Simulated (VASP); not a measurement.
PbSe, 4 atoms in the cell. The structure is hexagonal, space group P6_3/mmc (No. 194). Conventional cell: a = 4.274 Å, b = 4.274 Å, c = 7.555 Å, α = 90.00°, β = 90.00°, γ = 120.00°. Pb (site symmetry -3m) has 6 Se at 3.11 Å and 2 Pb at 3.78 Å within 4.1 Å. Within 4.1 Å of Se (site symmetry -6m2) lie 6 Pb at 3.11 Å. 

| Item | Value |
| --- | --- |
| Program | VASP 6.6.1 |
| Task | single point |
| Functional | r2SCAN |
| Potentials or basis | VASP PAW PBE potentials, release 64 (Pb_d, Se) |
| Cutoff | 520 eV |
| k mesh | 6 × 6 × 4 |
| Occupations | fermi-dirac, width 0.02 eV |
| Spin | no spin polarisation |
| Dipole correction | no |
| Further INCAR settings | ALGO = Normal; EDIFF = 1e-07; NBANDS = 28 |

Potentials or basis: VASP PAW PBE potentials, release 64 (Pb_d, Se).

Command:

```bash
$ cat potpaw_PBE.64/Pb_d/POTCAR potpaw_PBE.64/Se/POTCAR > POTCAR
$ cp INCAR.step1 INCAR
$ mpirun -np 1 vasp_std > vasp.out
$ cp INCAR.step2 INCAR
$ mpirun -np 1 vasp_std > vasp.out
```

Hardware: 1 thread of Intel(R) Xeon(R) 6975P-C (Granite Rapids) (shared host).

Q: How long does it take, and how much memory?

A: Wall time 2.1 min on 1 thread of Intel(R) Xeon(R) 6975P-C (Granite Rapids), with other jobs on the host, peak memory 0.27 GiB. Counts: k points 21.
